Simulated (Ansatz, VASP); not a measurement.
**Two plane-wave programs on Cd2SeO**

```xyz
4
Lattice="3.7811 0.0000 0.0000 0.0000 3.7811 0.0000 0.0000 0.0000 5.9132" Properties=species:S:1:pos:R:3 pbc="T T T"
O     0.0000    0.0000    0.0000
Cd    0.0000    1.8906    4.7401
Cd    1.8906    0.0000    1.1731
Se    1.8906    1.8906    2.9566
```

Change from the starting cell: epitaxial_xy strain -5.9%.

Alike in both runs: task single point; functional HSE06; k mesh 4 × 4 × 4; occupations fermi-dirac, width 0.02 eV; no spin polarisation.

|  | VASP | Ansatz |
| --- | --- | --- |
| version | VASP 6.6.1 | Ansatz 0.2.0 |
| potentials or method | VASP PAW PBE potentials, release 64 (O, Cd, Se) | plane waves, PAW |
| plane-wave cutoff (eV) | 520 | 420 |
| valence electrons in the cell | 36 | 62 |

|  | VASP | Ansatz | Ansatz less VASP |
| --- | --- | --- | --- |
| pressure (GPa) | 3.1 | 2.4 | -0.65 |
| rms of the force components (eV/Å) | 0.039 | 0.015 | -0.0235 |

VASP's potentials hold 36 valence electrons a cell and Ansatz's 62, so a difference there can come from the potentials and not from the codes. Ansatz's warnings: filled band counts differ across k points, stress exchange threshold loose, stress scf threshold loose.

The k mesh is coarse, so the values compare programs but aren't converged.
